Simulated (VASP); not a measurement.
# Se (P6/mmm) in VASP: further runs

The runs below take Se through single point, with PBE.

Program: VASP 6.6.1. These are calculated values, not measurements. Logs are shortened: lines on timing, memory, paths and dates and some standing lists are left out, and cuts for length are marked.

## (1) The cell of the first run

The structure is hexagonal, space group P6/mmm (No. 191). Conventional cell: a = 4.761 Å, b = 4.761 Å, c = 3.378 Å, α = 90.00°, β = 90.00°, γ = 120.00°. Within 4.2 Å of Se (site symmetry 6/mmm) lie 14 Se at 3.23 to 3.38 Å. Se (site symmetry -6m2) has 11 Se at 2.75 to 3.38 Å within 3.6 Å.

## (2) Single point, PBE (volume scaled by 1.04)

Contents of INCAR:

```
ALGO = Normal
EDIFF = 1E-7
ENCUT = 520
GGA = PE
ISIF = 2
ISMEAR = -1
LASPH = True
LCHARG = True
LELF = True
LREAL = False
LVHAR = True
LWAVE = False
NBANDS = 16
NELM = 60
PREC = Accurate
SIGMA = 0.1
```

Contents of KPOINTS:

```
k-points
0
Gamma
  9 9 11
```

Contents of POSCAR:

```
Se
1.0
    4.7608644180      0.0000000000      0.0000000000
   -2.3804322090      4.1230295299      0.0000000000
    0.0000000000      0.0000000000      3.3776906987
Se
3
Direct
    0.0000000000      0.0000000000      0.0000000000
    0.3333333333      0.6666666667      0.5000000000
    0.6666666667      0.3333333333      0.5000000000
```

Potentials or basis: VASP PAW PBE potentials, release 64 (Se).

Launch:

```console
> cat potpaw_PBE.64/Se/POTCAR > POTCAR
> mpirun -np 1 vasp_std > vasp.out
```

OUTCAR:

```text
EDIFF = 1E-7
   ENCUT = 520
   GGA = PE
   ISIF = 2
   ISMEAR = -1
   LASPH = True
   LREAL = False
   NELM = 60
   PREC = Accurate

 ion  position               nearest neighbor table
   1  0.000  0.000  0.000-
   2  0.333  0.667  0.500-   3 2.75   3 2.75   3 2.75
   3  0.667  0.333  0.500-   2 2.75   2 2.75   2 2.75

  LATTYP: Found a hexagonal cell.
 ALAT       =     4.7608644180
 C/A-ratio  =     0.7094700462

  Lattice vectors:

 A1 = (   4.7608644180,   0.0000000000,   0.0000000000)
 A2 = (  -2.3804322090,   4.1230295299,   0.0000000000)
 A3 = (   0.0000000000,   0.0000000000,   3.3776906987)

Analysis of symmetry for initial positions (statically):
=====================================================================
 Subroutine PRICEL returns:
 Original cell was already a primitive cell.

 Routine SETGRP: Setting up the symmetry group for a
 hexagonal supercell.

 Subroutine GETGRP returns: Found 24 space group operations
 (whereof 24 operations were pure point group operations)
 out of a pool of 24 trial point group operations.

The static configuration has the point symmetry D_6h.

Analysis of symmetry for dynamics (positions and initial velocities):
=====================================================================
 Subroutine PRICEL returns:
 Original cell was already a primitive cell.

 Routine SETGRP: Setting up the symmetry group for a
 hexagonal supercell.

 Subroutine GETGRP returns: Found 24 space group operations
 (whereof 24 operations were pure point group operations)
 out of a pool of 24 trial point group operations.

The dynamic configuration has the point symmetry D_6h.

 Subroutine INISYM returns: Found 24 space group operations
 (whereof 24 operations are pure point group operations),
 and found     1 'primitive' translations

----------------------------------------------------------------------------------------

                                     Primitive cell

  volume of cell :      66.3013

  direct lattice vectors                    reciprocal lattice vectors
     4.760864418  0.000000000  0.000000000     0.210045889  0.121270051  0.000000000
    -2.380432209  4.123029530  0.000000000     0.000000000  0.242540101  0.000000000
     0.000000000  0.000000000  3.377690699     0.000000000  0.000000000  0.296060264

  length of vectors
     4.760864418  4.760864418  3.377690699     0.242540101  0.242540101  0.296060264

  position of ions in fractional coordinates (direct lattice)
     0.000000000  0.000000000  0.000000000
     0.333333333  0.666666667  0.500000000
     0.666666667  0.333333333  0.500000000

  ion indices of the primitive-cell ions
   primitive index   ion index
                 1           1
                 2           2
                 3           3

----------------------------------------------------------------------------------------

 KPOINTS: k-points

Automatic generation of k-mesh.
 Grid dimensions read from file:
 generate k-points for:    9    9   11

 Generating k-lattice:

  Cartesian coordinates                     Fractional coordinates (reciprocal lattice)
     0.023338432  0.013474450  0.000000000     0.111111111  0.000000000  0.000000000
     0.000000000  0.026948900  0.000000000     0.000000000  0.111111111  0.000000000
     0.000000000  0.000000000  0.026914569     0.000000000  0.000000000  0.090909091

  Length of vectors
     0.026948900  0.026948900  0.026914569

  Shift w.r.t. Gamma in fractional coordinates (k-lattice)
     0.000000000  0.000000000  0.000000000

 Subroutine IBZKPT returns following result:
 ===========================================

 Found     72 irreducible k-points:

 Following reciprocal coordinates:
            Coordinates               Weight
  0.000000  0.000000  0.000000      1.000000
  0.111111  0.000000  0.000000      6.000000
  0.222222  0.000000  0.000000      6.000000
  0.333333 -0.000000  0.000000      6.000000
  0.444444  0.000000  0.000000      6.000000
  0.111111  0.111111  0.000000      6.000000
[... 16 lines left out ...]
  0.333333  0.222222  0.090909     24.000000
  0.333333  0.333333  0.090909      4.000000
 [... further k-points ...]
   k-points           NKPTS =     72   k-points in BZ     NKDIM =     72   number of bands    NBANDS=     16
   number of dos      NEDOS =    301   number of ions     NIONS =      3
   total plane-waves  NPLWV =  36288
   dimension x,y,z NGX =    36 NGY =   36 NGZ =   28
   dimension x,y,z NGXF=    72 NGYF=   72 NGZF=   56
   ions per type =               3
   NGX,Y,Z   is equivalent  to a cutoff of  12.57, 12.57, 13.78 a.u.
   NGXF,Y,Z  is equivalent  to a cutoff of  25.14, 25.14, 27.56 a.u.
 SYSTEM =  unknown system
   PREC   = accura    normal or accurate (medium, high low for compatibility)
   ISTART =      0    job   : 0-new  1-cont  2-samecut
   ICHARG =      2    charge: 1-file 2-atom 10-const
   ISPIN  =      1    spin polarized calculation?
   LNONCOLLINEAR =      F non collinear calculations
   LSORBIT =      F    spin-orbit coupling
   LASPH  =      T    aspherical Exc in radial PAW
   ENCUT  =  520.0 eV  38.22 Ry    6.18 a.u.   8.85  8.85  6.28*2*pi/ulx,y,z
   NELM   =     60;   NELMIN=  2; NELMDL= -5     # of ELM steps
   EDIFF  = 0.1E-06   stopping-criterion for ELM
   LREAL  =      F    real-space projection
   EDIFFG = 0.1E-05   stopping-criterion for IOM
   NSW    =      0    number of steps for IOM
   IBRION =     -1    ionic relax: 0-MD 1-quasi-New 2-CG
   NFREE  =      0    steps in history (QN), initial steepest desc. (CG)
   ISIF   =      2    stress and relaxation
   ISYM   =      2    0-nonsym 1-usesym 2-fastsym
   POTIM  = 0.5000    time-step for ionic-motion
   TEBEG  =    0.0;   TEEND  =   0.0 temperature during run
   PSTRESS=    0.0 pullay stress
   NELECT =      18.0000    total number of electrons
   NUPDOWN=      -1.0000    fix difference up-down
   EMIN   =  10.00;   EMAX   =-10.00  energy-range for DOS
   EFERMI =   0.00;   METHOD = LEGACY
   ISMEAR =    -1;   SIGMA  =   0.10  broadening in eV -4-tet -1-fermi 0-gaus
   EFERMI_NEDOS =   21; number of points for ismear=-14 and -15
   IALGO  =     38    algorithm
   IMIX   =      4    mixing-type and parameters
     AMIX     =   0.40;   BMIX     =  1.00
     AMIX_MAG =   1.60;   BMIX_MAG =  1.00
  volume/ion in A,a.u.               =      22.10       149.14
  Fermi-wavevector in a.u.,A,eV,Ry     =   1.060047  2.003198 15.288850  1.123699
  Thomas-Fermi vector in A             =   2.195414
   LORBIT       =      0    0 simple, 1 ext, 2 COOP (PROOUT), +10 PAW based schemes
   GGA     = PE    functional components
   LHFCALC =     F    Hartree Fock is set to
   AEXX    =    0.0000 exact exchange contribution
   IVDW    =     0    specifies the selected vdW correction
   LEPSILON=     F    determine dielectric tensor
   LRPA    =     F    only Hartree local field effects (RPA)
 non-spin polarized calculation
  energy-cutoff  :      520.00
  volume of cell :       66.30
 maximum number of plane-waves:      1807
 NGX is ok and might be reduce to    36
   NGX = 17   NGY = 17   NGZ = 13

 number of electron      18.0000003 magnetization

 Free energy of the ion-electron system (eV)
  ---------------------------------------------------
  ext. energy  EPLUGINS =         0.00000000
  ---------------------------------------------------
  free energy    TOTEN  =        -8.70137626 eV

  energy without entropy =       -8.62346564  energy(sigma->0) =       -8.66242095

 E-fermi :   4.5276     XC(G=0): -10.1738

 val. band max:        4.4955977150   @ k =   0.4444   0.1111   0.1818
 cond. band min:       4.5388159661   @ k =   0.3333   0.2222   0.4545
 fundamental gap:      0.0432182511
 Fermi energy:         4.5276187627

 k-point     1 :       0.0000    0.0000    0.0000
  band No.  band energies     occupation
      1     -11.1389      2.00000
      2      -7.1046      2.00000
      3      -6.6824      2.00000
      4      -0.1764      2.00000
      5      -0.1764      2.00000
      6       0.8725      2.00000
[... 8 lines left out ...]
     15      15.6768      0.00000
     16      15.6779      0.00000

 k-point     2 :       0.1111    0.0000    0.0000
  band No.  band energies     occupation
      1     -11.0501      2.00000
      2      -7.1948      2.00000
      3      -6.8607      2.00000
      4      -0.5505      2.00000
      5      -0.2885      2.00000
      6       1.3994      2.00000
[... 8 lines left out ...]
     15      14.5862      0.00000
     16      15.4733      0.00000

 k-point     3 :       0.2222    0.0000    0.0000
  band No.  band energies     occupation
      1     -10.7867      2.00000
      2      -7.5485      2.00000
      3      -7.2084      2.00000
      4      -1.0532      2.00000
      5      -0.0626      2.00000
      6       2.3461      2.00000
[... 8 lines left out ...]
     15      14.2305      0.00000
     16      14.8697      0.00000

 k-point     4 :       0.3333   -0.0000    0.0000
  band No.  band energies     occupation
      1     -10.3604      2.00000
      2      -8.2358      2.00000
      3      -7.4103      2.00000
      4      -1.4169      2.00000
      5       0.6312      2.00000
      6       3.2384      1.99999
[... 8 lines left out ...]
     15      13.7568      0.00000
     16      14.4659      0.00000

 k-point     5 :       0.4444    0.0000    0.0000
  band No.  band energies     occupation
      1      -9.8178      2.00000
      2      -8.9597      2.00000
      3      -7.5111      2.00000
      4      -1.6034      2.00000
      5       1.6123      2.00000
      6       3.1120      2.00000
[... 8 lines left out ...]
     15      13.3931      0.00000
     16      14.2536      0.00000

 k-point     6 :       0.1111    0.1111    0.0000
  band No.  band energies     occupation
      1     -10.8739      2.00000
      2      -7.3623      2.00000
      3      -7.1831      2.00000
      4      -0.7583      2.00000
      5      -0.3793      2.00000
      6       2.2746      2.00000
[... 8 lines left out ...]
     15      14.2307      0.00000
     16      15.3308      0.00000

 k-point     7 :       0.2222    0.1111    0.0000
  band No.  band energies     occupation
      1     -10.5284      2.00000
      2      -7.8460      2.00000
      3      -7.5105      2.00000
      4      -1.0268      2.00000
      5      -0.0053      2.00000
      6       3.0747      2.00000
[... 8 lines left out ...]
     15      13.4620      0.00000
     16      14.8998      0.00000

 k-point     8 :       0.3333    0.1111    0.0000
  band No.  band energies     occupation
      1     -10.0341      2.00000
      2      -8.5710      2.00000
      3      -7.6659      2.00000
      4      -1.2527      2.00000
      5       0.8469      2.00000
      6       3.4761      1.99995
[... 8 lines left out ...]
     15      12.9302      0.00000
     16      14.6247      0.00000

 k-point     9 :       0.4444    0.1111    0.0000
  band No.  band energies     occupation
      1      -9.5788      2.00000
      2      -9.1177      2.00000
      3      -7.7204      2.00000
      4      -1.3334      2.00000
      5       1.6848      2.00000
      6       2.4968      2.00000
[... 8 lines left out ...]
     15      12.6789      0.00000
     16      13.8975      0.00000
[... 172 lines left out ...]
 k-point    19 :       0.2222    0.1111    0.0909
  band No.  band energies     occupation
      1     -10.4624      2.00000
      2      -7.8067      2.00000
      3      -7.4822      2.00000
      4      -0.9784      2.00000
      5       0.0321      2.00000
      6       2.4459      2.00000
[... 8 lines left out ...]
     15      13.5869      0.00000
     16      14.2330      0.00000

 k-point    20 :       0.3333    0.1111    0.0909
  band No.  band energies     occupation
      1      -9.9729      2.00000
      2      -8.5174      2.00000
      3      -7.6344      2.00000
      4      -1.1955      2.00000
      5       0.8056      2.00000
      6       2.8701      2.00000
[... 8 lines left out ...]
     15      13.1197      0.00000
     16      14.0243      0.00000

 k-point    21 :       0.4444    0.1111    0.0909
  band No.  band energies     occupation
      1      -9.5276      2.00000
      2      -9.0517      2.00000
      3      -7.6869      2.00000
      4      -1.2736      2.00000
      5       1.5624      2.00000
      6       2.2455      2.00000
[... 8 lines left out ...]
     15      12.9409      0.00000
     16      13.6670      0.00000

 k-point    22 :       0.2222    0.2222    0.0909
  band No.  band energies     occupation
      1     -10.0488      2.00000
      2      -8.1483      2.00000
      3      -7.9439      2.00000
      4      -0.7078      2.00000
      5       0.1933      2.00000
      6       2.7866      2.00000
[... 8 lines left out ...]
     15      13.0802      0.00000
     16      14.2590      0.00000

 k-point    23 :       0.3333    0.2222    0.0909
  band No.  band energies     occupation
      1      -9.5212      2.00000
      2      -8.7580      2.00000
      3      -8.1144      2.00000
      4      -0.6207      2.00000
      5       0.8953      2.00000
      6       2.1818      2.00000
[... 8 lines left out ...]
     15      12.8542      0.00000
     16      14.3556      0.00000

 k-point    24 :       0.3333    0.3333    0.0909
  band No.  band energies     occupation
      1      -9.0379      2.00000
      2      -9.0379      2.00000
      3      -8.4300      2.00000
      4      -0.2049      2.00000
      5       1.2744      2.00000
      6       1.2744      2.00000
[... 8 lines left out ...]
     15      12.8839      0.00000
     16      14.4129      0.00000

 [... further k-points ...]

------------------------ aborting loop because EDIFF is reached ----------------------------------------

  FORCE on cell =-STRESS in cart. coord.  units (eV):
  Direction    XX          YY          ZZ          XY          YZ          ZX
  --------------------------------------------------------------------------------------
  -------------------------------------------------------------------------------------
  Total       -1.2152060     -1.2152060     -0.5699159      0.0000000      0.0000000      0.0000000
  in kB      -29.3655640    -29.3655639    -13.7720708      0.0000000      0.0000000      0.0000000
  external PRESSURE =     -24.1677329 kB  Pullay stress =       0.0000000 kB

 VOLUME and BASIS-vectors are now :
 -----------------------------------------------------------------------------
  energy-cutoff  :      520.00
  volume of cell :       66.30
      direct lattice vectors                 reciprocal lattice vectors
     4.760864418  0.000000000  0.000000000     0.210045889  0.121270051  0.000000000
    -2.380432209  4.123029530  0.000000000     0.000000000  0.242540101  0.000000000
     0.000000000  0.000000000  3.377690699     0.000000000  0.000000000  0.296060264

 POSITION                                       TOTAL-FORCE (eV/Angst)
 -----------------------------------------------------------------------------------
      0.00000      0.00000      0.00000        -0.000000      0.000000     -0.000000
     -0.00000      2.74869      1.68885        -0.000000      0.000000      0.000000
      2.38043      1.37434      1.68885         0.000000     -0.000000     -0.000000
 -----------------------------------------------------------------------------------
    total drift:                                0.000000      0.000000     -0.000000

  FREE ENERGIE OF THE ION-ELECTRON SYSTEM (eV)
  ---------------------------------------------------
  free  energy   TOTEN  =        -8.7013762638 eV

  energy  without entropy=       -8.6234656372  energy(sigma->0) =       -8.66242095
```

Run time: 88 s. Hardware: 1 thread of AMD EPYC 7R43 (Zen 3), shared host; peak memory 0.18 GiB.

Results:

```
Free energy            : -8.7014 eV
Pressure               : -2.4 GPa
Band gap on the k mesh : zero (band 9 reaches 6.12 eV, above the bottom of band 10 at 2.93 eV)
```

Levels at points of the mesh, in eV from the Fermi level:
| k point | band 7 | band 8 | band 9 | band 10 | band 11 | band 12 |
| --- | --- | --- | --- | --- | --- | --- |
| (0.00, 0.00, 0.00) | -3.66 | -2.05 | 1.59 | 1.73 | 2.99 | 2.99 |

## (3) Single point, PBE (volume scaled by 1.08)

Contents of INCAR:

```
SYSTEM = Se
  ALGO = Normal
  EDIFF = 1E-6
  ENCUT = 520
  GGA = PE
  ISIF = 2
  ISMEAR = -1
  LASPH = .TRUE.
  LCHARG = .FALSE.
  LREAL = .FALSE.
  LWAVE = .FALSE.
  NBANDS = 16
  NELM = 80
  PREC = Accurate
  SIGMA = 0.1
```

Contents of KPOINTS:

```
k-points
0
G
  9 9 11
  0 0 0
```

Contents of POSCAR:

```
Se
1.0
    4.8211349228      0.0000000000      0.0000000000
   -2.4105674614      4.1752253182      0.0000000000
    0.0000000000      0.0000000000      3.4204508165
Se
3
Direct
    0.0000000000      0.0000000000      0.0000000000
    0.3333333333      0.6666666667      0.5000000000
    0.6666666667      0.3333333333      0.5000000000
```

Potentials or basis: VASP PAW PBE potentials, release 64 (Se).

Launch:

```console
> cat potpaw_PBE.64/Se/POTCAR > POTCAR
> mpirun -np 1 vasp_std > vasp.out
```

Run time: 78 s. Hardware: 1 thread of AMD EPYC 7R43 (Zen 3), shared host; peak memory 0.18 GiB.

The run converged. Its results:

```yaml
Free_energy: -8.6473 eV
Pressure: -4.3 GPa
Band_gap_on_the_k_mesh: zero (band 9 reaches 5.58 eV, above the bottom of band 10 at 2.59 eV)
```

Stress tensor (GPa, compression positive):
```
-5.14  0.00  0.00
 0.00 -5.14  0.00
 0.00  0.00 -2.67
```

Levels at points of the mesh, in eV from the Fermi level:
```
           k point  band 6  band 7  band 8  band 9  band 10  band 11  band 12  band 13
(0.00, 0.00, 0.00)   -3.45   -3.45   -1.95    1.48     1.62     2.82     2.82     4.90
```
